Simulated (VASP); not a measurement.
# AlN (P6_3mc) in VASP: further runs, part 2 of 2

VASP 6.6.1. The steps go on from the part before.

**5. Single point, PBE**

This run uses another cell than the first one, of 11.49 Å³/atom, 1.004 times its volume.

File INCAR:

```
ALGO = Normal
EDIFF = 1E-7
ENCUT = 520
GGA = PE
ISIF = 2
ISMEAR = 0
LASPH = True
LCHARG = False
LREAL = False
LWAVE = False
NBANDS = 16
NELM = 100
PREC = Accurate
SIGMA = 0.05
```

File KPOINTS:

```
k-points
0
Gamma
  9 9 6
```

File POSCAR:

```
AlN
1.0
    3.1298889828      0.0000000000      0.0000000000
   -1.5649444914      2.7105633702      0.0000000000
    0.0000000000      0.0000000000      5.4183000000
Al N
2 2
Direct
    0.3333333333      0.6666666667      0.0055112628
    0.6666666667      0.3333333333      0.5055112628
    0.3333333333      0.6666666667      0.3794887372
    0.6666666667      0.3333333333      0.8794887372
```

Potentials or basis: VASP PAW PBE potentials, release 64 (Al, N).

On the command line:

```console
$ cat potpaw_PBE.64/Al/POTCAR potpaw_PBE.64/N/POTCAR > POTCAR
$ mpirun -np 1 vasp_std > vasp.out
```

OUTCAR:

```text
EDIFF = 1E-7
   ENCUT = 520
   GGA = PE
   ISIF = 2
   ISMEAR = 0
   LASPH = True
   LREAL = False
   NELM = 100
   PREC = Accurate

 ion  position               nearest neighbor table
   1  0.333  0.667  0.006-   4 1.93   4 1.93   4 1.93   3 2.03   2 3.26   2 3.26   2 3.26   2 3.26
                             2 3.26   2 3.26
   2  0.667  0.333  0.506-   3 1.93   3 1.93   3 1.93   4 2.03   1 3.26   1 3.26   1 3.26   1 3.26
                             1 3.26   1 3.26
   3  0.333  0.667  0.379-   2 1.93   2 1.93   2 1.93   1 2.03
   4  0.667  0.333  0.879-   1 1.93   1 1.93   1 1.93   2 2.03

  LATTYP: Found a hexagonal cell.
 ALAT       =     3.1298889828
 C/A-ratio  =     1.7311476636

  Lattice vectors:

 A1 = (   3.1298889828,   0.0000000000,   0.0000000000)
 A2 = (  -1.5649444914,   2.7105633702,   0.0000000000)
 A3 = (   0.0000000000,   0.0000000000,   5.4183000000)

Analysis of symmetry for initial positions (statically):
=====================================================================
 Subroutine PRICEL returns:
 Original cell was already a primitive cell.

 Routine SETGRP: Setting up the symmetry group for a
 hexagonal supercell.

 Subroutine GETGRP returns: Found 12 space group operations
 (whereof  6 operations were pure point group operations)
 out of a pool of 24 trial point group operations.

The static configuration has the point symmetry C_3v.
 The point group associated with its full space group is C_6v.

Analysis of symmetry for dynamics (positions and initial velocities):
=====================================================================
 Subroutine PRICEL returns:
 Original cell was already a primitive cell.

 Routine SETGRP: Setting up the symmetry group for a
 hexagonal supercell.

 Subroutine GETGRP returns: Found 12 space group operations
 (whereof  6 operations were pure point group operations)
 out of a pool of 24 trial point group operations.

The dynamic configuration has the point symmetry C_3v.
 The point group associated with its full space group is C_6v.

 Subroutine INISYM returns: Found 12 space group operations
 (whereof  6 operations are pure point group operations),
 and found     1 'primitive' translations

----------------------------------------------------------------------------------------

                                     Primitive cell

  volume of cell :      45.9676

  direct lattice vectors                    reciprocal lattice vectors
     3.129888983  0.000000000  0.000000000     0.319500150  0.184463498  0.000000000
    -1.564944491  2.710563370  0.000000000     0.000000000  0.368926995  0.000000000
     0.000000000  0.000000000  5.418300000     0.000000000  0.000000000  0.184559733

  length of vectors
     3.129888983  3.129888983  5.418300000     0.368926995  0.368926995  0.184559733

  position of ions in fractional coordinates (direct lattice)
     0.333333333  0.666666667  0.005511263
     0.666666667  0.333333333  0.505511263
     0.333333333  0.666666667  0.379488737
     0.666666667  0.333333333  0.879488737

  ion indices of the primitive-cell ions
   primitive index   ion index
                 1           1
                 2           2
[... 30 lines left out ...]
            Coordinates               Weight
  0.000000  0.000000  0.000000      1.000000
  0.111111 -0.000000  0.000000      6.000000
  0.222222 -0.000000  0.000000      6.000000
  0.333333 -0.000000  0.000000      6.000000
  0.444444 -0.000000  0.000000      6.000000
  0.111111  0.111111  0.000000      6.000000
[... 16 lines left out ...]
  0.333333  0.222222  0.166667     24.000000
  0.333333  0.333333  0.166667      4.000000
 [... further k-points ...]
   k-points           NKPTS =     48   k-points in BZ     NKDIM =     48   number of bands    NBANDS=     16
   number of dos      NEDOS =    301   number of ions     NIONS =      4
   total plane-waves  NPLWV =  23040
   dimension x,y,z NGX =    24 NGY =   24 NGZ =   40
   dimension x,y,z NGXF=    48 NGYF=   48 NGZF=   80
   ions per type =               2   2
   NGX,Y,Z   is equivalent  to a cutoff of  12.75, 12.75, 12.27 a.u.
   NGXF,Y,Z  is equivalent  to a cutoff of  25.50, 25.50, 24.55 a.u.
 SYSTEM =  unknown system
   PREC   = accura    normal or accurate (medium, high low for compatibility)
   ISTART =      0    job   : 0-new  1-cont  2-samecut
   ICHARG =      2    charge: 1-file 2-atom 10-const
   ISPIN  =      1    spin polarized calculation?
   LNONCOLLINEAR =      F non collinear calculations
   LSORBIT =      F    spin-orbit coupling
   LASPH  =      T    aspherical Exc in radial PAW
   ENCUT  =  520.0 eV  38.22 Ry    6.18 a.u.   5.82  5.82 10.07*2*pi/ulx,y,z
   NELM   =    100;   NELMIN=  2; NELMDL= -5     # of ELM steps
   EDIFF  = 0.1E-06   stopping-criterion for ELM
   LREAL  =      F    real-space projection
   EDIFFG = 0.1E-05   stopping-criterion for IOM
   NSW    =      0    number of steps for IOM
   IBRION =     -1    ionic relax: 0-MD 1-quasi-New 2-CG
   NFREE  =      0    steps in history (QN), initial steepest desc. (CG)
   ISIF   =      2    stress and relaxation
   ISYM   =      2    0-nonsym 1-usesym 2-fastsym
   POTIM  = 0.5000    time-step for ionic-motion
   TEBEG  =    0.0;   TEEND  =   0.0 temperature during run
   PSTRESS=    0.0 pullay stress
   NELECT =      16.0000    total number of electrons
   NUPDOWN=      -1.0000    fix difference up-down
   EMIN   =  10.00;   EMAX   =-10.00  energy-range for DOS
   EFERMI =   0.00;   METHOD = LEGACY
   ISMEAR =     0;   SIGMA  =   0.05  broadening in eV -4-tet -1-fermi 0-gaus
   EFERMI_NEDOS =   21; number of points for ismear=-14 and -15
   IALGO  =     38    algorithm
   IMIX   =      4    mixing-type and parameters
     AMIX     =   0.40;   BMIX     =  1.00
     AMIX_MAG =   1.60;   BMIX_MAG =  1.00
  volume/ion in A,a.u.               =      11.49        77.55
  Fermi-wavevector in a.u.,A,eV,Ry     =   1.151589  2.176188 18.043476  1.326158
  Thomas-Fermi vector in A             =   2.288246
   LORBIT       =      0    0 simple, 1 ext, 2 COOP (PROOUT), +10 PAW based schemes
   GGA     = PE    functional components
   LHFCALC =     F    Hartree Fock is set to
   AEXX    =    0.0000 exact exchange contribution
   IVDW    =     0    specifies the selected vdW correction
   LEPSILON=     F    determine dielectric tensor
   LRPA    =     F    only Hartree local field effects (RPA)
 non-spin polarized calculation
 Gauss-broadening in eV      SIGMA  =   0.05
  energy-cutoff  :      520.00
  volume of cell :       45.97
 maximum number of plane-waves:      1275
 NGX is ok and might be reduce to    24
   NGX = 11   NGY = 11   NGZ = 21

 number of electron      15.9999997 magnetization

 Free energy of the ion-electron system (eV)
  ---------------------------------------------------
  ext. energy  EPLUGINS =         0.00000000
  ---------------------------------------------------
  free energy    TOTEN  =       -29.49118217 eV

  energy without entropy =      -29.49118217  energy(sigma->0) =      -29.49118217

 E-fermi :   5.4473     XC(G=0): -10.5052

 val. band max:        5.2353312458   @ k =   0.0000   0.0000   0.0000
 cond. band min:       8.4526641334   @ k =   0.0000   0.0000   0.0000
 fundamental gap:      3.2173328876
 Fermi energy:         5.4472963795

 k-point     1 :       0.0000    0.0000    0.0000
  band No.  band energies     occupation
      1      -9.3645      2.00000
      2      -7.7776      2.00000
      3      -0.5544      2.00000
      4       4.7917      2.00000
      5       4.7917      2.00000
      6       4.8981      2.00000
[... 433 lines left out ...]
      3       1.0650      2.00000
      4       1.3419      2.00000
      5       1.3419      2.00000
      6       2.6177      2.00000
[... 8 lines left out ...]
     15      18.0571      0.00000
     16      19.2697      0.00000

 [... further k-points ...]

------------------------ aborting loop because EDIFF is reached ----------------------------------------

  FORCE on cell =-STRESS in cart. coord.  units (eV):
  Direction    XX          YY          ZZ          XY          YZ          ZX
  --------------------------------------------------------------------------------------
  -------------------------------------------------------------------------------------
  Total       -1.4552907     -1.4552907     -7.4782565      0.0000000     -0.0000000      0.0000000
  in kB      -50.7234516    -50.7234516   -260.6509988      0.0000000     -0.0000000      0.0000000
  external PRESSURE =    -120.6993007 kB  Pullay stress =       0.0000000 kB

 VOLUME and BASIS-vectors are now :
 -----------------------------------------------------------------------------
  energy-cutoff  :      520.00
  volume of cell :       45.97
      direct lattice vectors                 reciprocal lattice vectors
     3.129888983  0.000000000  0.000000000     0.319500150  0.184463498  0.000000000
    -1.564944491  2.710563370  0.000000000     0.000000000  0.368926995  0.000000000
     0.000000000  0.000000000  5.418300000     0.000000000  0.000000000  0.184559733

 POSITION                                       TOTAL-FORCE (eV/Angst)
 -----------------------------------------------------------------------------------
     -0.00000      1.80704      0.02986         0.000000     -0.000000      0.000624
      1.56494      0.90352      2.73901        -0.000000      0.000000      0.000624
     -0.00000      1.80704      2.05618         0.000000      0.000000     -0.000624
      1.56494      0.90352      4.76533        -0.000000      0.000000     -0.000624
 -----------------------------------------------------------------------------------
    total drift:                               -0.000000      0.000000     -0.000074

  FREE ENERGIE OF THE ION-ELECTRON SYSTEM (eV)
  ---------------------------------------------------
  free  energy   TOTEN  =       -29.4911821738 eV

  energy  without entropy=      -29.4911821738  energy(sigma->0) =      -29.49118217
```

OSZICAR:

```text
N       E                     dE             d eps       ncg     rms          rms(c)
DAV:   1     0.411961776319E+02    0.41196E+02   -0.71616E+03  1536   0.884E+02
DAV:   2    -0.302019995043E+02   -0.71398E+02   -0.64993E+02  2128   0.181E+02
DAV:   3    -0.339368629197E+02   -0.37349E+01   -0.37236E+01  1912   0.431E+01
DAV:   4    -0.339619036203E+02   -0.25041E-01   -0.25039E-01  1944   0.399E+00
DAV:   5    -0.339622430793E+02   -0.33946E-03   -0.33945E-03  1912   0.471E-01    0.116E+01
DAV:   6    -0.294805923210E+02    0.44817E+01   -0.11192E+01  1848   0.233E+01    0.401E+00
DAV:   7    -0.295068047014E+02   -0.26212E-01   -0.58020E-01  1632   0.539E+00    0.282E+00
DAV:   8    -0.294960897527E+02    0.10715E-01   -0.76720E-02  1856   0.247E+00    0.658E-01
DAV:   9    -0.294906113861E+02    0.54784E-02   -0.13277E-02  1928   0.837E-01    0.268E-01
DAV:  10    -0.294912716513E+02   -0.66027E-03   -0.24766E-03  1712   0.315E-01    0.143E-01
DAV:  11    -0.294911776240E+02    0.94027E-04   -0.23009E-04  1800   0.117E-01    0.295E-02
DAV:  12    -0.294911827273E+02   -0.51032E-05   -0.12552E-05  1872   0.278E-02    0.100E-02
DAV:  13    -0.294911821556E+02    0.57161E-06   -0.34478E-06  1920   0.142E-02    0.149E-03
DAV:  14    -0.294911821738E+02   -0.18136E-07   -0.25257E-07  1768   0.376E-03
   1 F= -.29491182E+02 E0= -.29491182E+02  d E =-.183180E-11
```

It took 21 s on 1 thread of Intel Xeon Platinum 8259CL at 2.50GHz (Skylake/Cascade Lake), shared host; peak memory 0.16 GiB.

Results:

- Free energy: -29.4912 eV
- Pressure: -12.1 GPa
- Band gap on the k mesh: 3.22 eV, direct

**6. Single point, PBE**

This run uses another cell than the first one, of 11.74 Å³/atom, 1.026 times its volume.

File INCAR:

```
SYSTEM = AlN
PREC     = Accurate       ! precision mode
ENCUT    = 520            ! plane-wave cutoff, eV
EDIFF    = 1E-7           ! SCF threshold, eV
ISMEAR   = 0              ! smearing method
SIGMA    = 0.05           ! smearing width, eV
LREAL    = .False.        ! projectors in reciprocal space
LASPH    = .True.         ! aspherical terms in the spheres
NELM     = 80             ! most SCF steps
ALGO     = Normal         ! electronic algorithm
ISIF     = 2              ! what is computed and relaxed
LWAVE    = .False.        ! write WAVECAR
LCHARG   = .True.         ! write CHGCAR
GGA      = PE             ! functional
LELF     = .True.         ! ELF
LVHAR    = .True.       
NBANDS   = 16             ! bands
```

File KPOINTS:

```
regular mesh
0
Gamma
  9 9 6
  0 0 0
```

File POSCAR:

```
AlN
1.0
    3.2238000000      0.0000000000      0.0000000000
   -1.6119000000      2.7918926967      0.0000000000
    0.0000000000      0.0000000000      5.2176000000
Al N
2 2
Direct
    0.3333333333      0.6666666667      0.0026225026
    0.6666666667      0.3333333333      0.5026225026
    0.3333333333      0.6666666667      0.3823774974
    0.6666666667      0.3333333333      0.8823774974
```

Potentials or basis: VASP PAW PBE potentials, release 64 (Al, N).

On the command line:

```console
$ cat potpaw_PBE.64/Al/POTCAR potpaw_PBE.64/N/POTCAR > POTCAR
$ mpirun -np 1 vasp_std > vasp.out
```

Run time: 21 s. Hardware: 1 thread of Intel Xeon Platinum 8259CL at 2.50GHz (Skylake/Cascade Lake), shared host; peak memory 0.17 GiB.

Results (log left out):

- Free energy: -29.5442 eV
- Pressure: -15.8 GPa
- Band gap on the k mesh: 3.26 eV, direct

Stress tensor (GPa, compression positive):
```
-15.40   0.00   0.00
  0.00 -15.40   0.00
  0.00   0.00 -16.56
```

Levels at points of the mesh, in eV from the valence-band top:
```
           k point  band 6  band 7  band 8  band 9  band 10  band 11
(0.00, 0.00, 0.00)   -0.11   -0.11    0.00    3.26     5.82     9.68
(0.00, 0.00, 0.50)   -0.41   -0.41   -0.41    5.56     5.56     9.40
```

**7. Overview**

```csv
cell,gap on the mesh (eV),pressure (GPa)
"a = 3.067, b = 3.067, c = 5.619 Å, angles 90.0, 90.0, 120.0°, 4 atoms",2.78,-9.6
"a = 3.099, b = 3.099, c = 5.619 Å, angles 90.0, 90.0, 120.0°, 4 atoms",2.76,-12.6
"a = 3.192, b = 3.193, c = 5.218 Å, angles 90.0, 90.0, 120.0°, 4 atoms",3.45,-13.1
"a = 3.130, b = 3.130, c = 5.418 Å, angles 90.0, 90.0, 120.0°, 4 atoms",3.22,-12.1
"a = 3.224, b = 3.224, c = 5.218 Å, angles 90.0, 90.0, 120.0°, 4 atoms",3.26,-15.8
```

Alike in all rows: task single point; level PBE; potentials or basis VASP PAW PBE potentials, release 64 (Al, N); no spin polarisation; k mesh 9 × 9 × 6; cutoff (eV) 520; smearing gaussian 0.05 eV.

Total energies depend on the potentials used, so only differences within one code and one set of settings carry meaning.
